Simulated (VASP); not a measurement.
Runs of VASP 6.6.1 on SnO2. The structure is that of space group R-3m (No. 166), or close to it. The cells are those of the table. 

```csv
cell,gap on the mesh (eV),pressure (GPa),largest force (eV/Å)
"a = 5.151 Å, angles 36.6°, 3 atoms",2.43,(b),0.55
"a = 5.081 Å, angles 36.6°, 3 atoms",2.74,0.0,0.09
"a = 4.936 Å, angles 36.6°, 3 atoms",3.44,18.1,1.14
"a = 5.010 Å, angles 36.6°, 3 atoms",3.07,8.0,0.47
"a = 5.219 Å, angles 36.6°, 3 atoms",2.16,-11.2,0.94
"a = 5.285 Å, angles 36.6°, 3 atoms",1.92,(a),1.26
"a = 5.349 Å, angles 36.6°, 3 atoms",1.70,-18.1,1.53
```

Alike in all rows: task single point; level r2SCAN; potentials or basis VASP PAW PBE potentials, release 64 (Sn_d, O); no spin polarisation; k mesh 8 × 8 × 8; cutoff (eV) 520; smearing gaussian 0.01 eV.

**Question.** Fill in the values left out.

**Answer.** (a) -15.1; (b) -6.3.

Caveats: the PAW data sets were made with another functional, which shifts forces and pressure a little; spin-orbit coupling is left out, which moves the levels of the heavy elements.

A k mesh can miss the band edges, and the runs leave out spin-orbit coupling on Sn.
